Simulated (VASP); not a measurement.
Here is a VASP 6.6.1 calculation.

Contents of INCAR:

```
ALGO = Normal
EDIFF = 1E-6
ENCUT = 520
GGA = PE
ISIF = 2
ISMEAR = 0
LASPH = True
LCHARG = False
LREAL = False
LWAVE = False
NBANDS = 11
NELM = 100
PREC = Accurate
SIGMA = 0.05
```

KPOINTS

```
k-points
0
Gamma
  12 12 12
```

Contents of POSCAR:

```
BN
1.0
    0.0000000000      1.7404809600      1.6679609200
    1.7404809600      0.0000000000      1.6679609200
    1.7404809600      1.7404809600      0.0000000000
B N
1 1
Direct
    0.0000000000      0.0000000000      0.0000000000
    0.7500000000      0.7500000000      0.7500000000
```

Potentials or basis: VASP PAW PBE potentials, release 64 (B, N).

Command:

```bash
$ cat potpaw_PBE.64/B/POTCAR potpaw_PBE.64/N/POTCAR > POTCAR
$ mpirun -np 1 vasp_std > vasp.out
```

Problem. Predict the pressure.

Solution. 82.8 GPa.

Problem. What does it give for the band gap on the k mesh?

Solution. 3.76 eV, indirect (least direct gap 9.09 eV).

Stress tensor (GPa, compression positive):
```
 73.47   0.00   0.00
  0.00  73.47   0.00
  0.00   0.00 101.46
```

Caveat: the cell differs from its parent crystal (strain -0.040 along x and y, -0.080 along z). A k mesh can miss the band edges.
